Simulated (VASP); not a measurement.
Input of a VASP 6.6.1 run:

INCAR

```
PREC = Accurate ; ENCUT = 520
EDIFF = 1E-7 ; ISMEAR = -1
SIGMA = 0.1 ; LREAL = F
LASPH = T ; NELM = 60
ALGO = Normal ; ISIF = 2
LWAVE = F ; LCHARG = F
NBANDS = 19
```

The input KPOINTS:

```
Automatic mesh
0
Gamma
  16 16 9
```

The input POSCAR:

```
Ti
1.0
    1.4321410176     -2.4805410062      0.0000000000
    1.4321410176      2.4805410062      0.0000000000
    0.0000000000      0.0000000000      4.5377959650
Ti
2
Direct
    0.6666666670      0.3333333330      0.2500000000
    0.3333333330      0.6666666670      0.7500000000
```

Potentials or basis: VASP PAW LDA potentials, release 64 (Ti_sv).

Run with:

```sh
$ cat potpaw_LDA.64/Ti_sv/POTCAR > POTCAR
$ mpirun -np 1 vasp_std > vasp.out
```

Problem. Predict the band gap on the k mesh.

Solution. Zero (bands 12 and 13 overlap by 1.09 eV).

Problem. What does it give for the pressure?

Solution. -0.2 GPa.
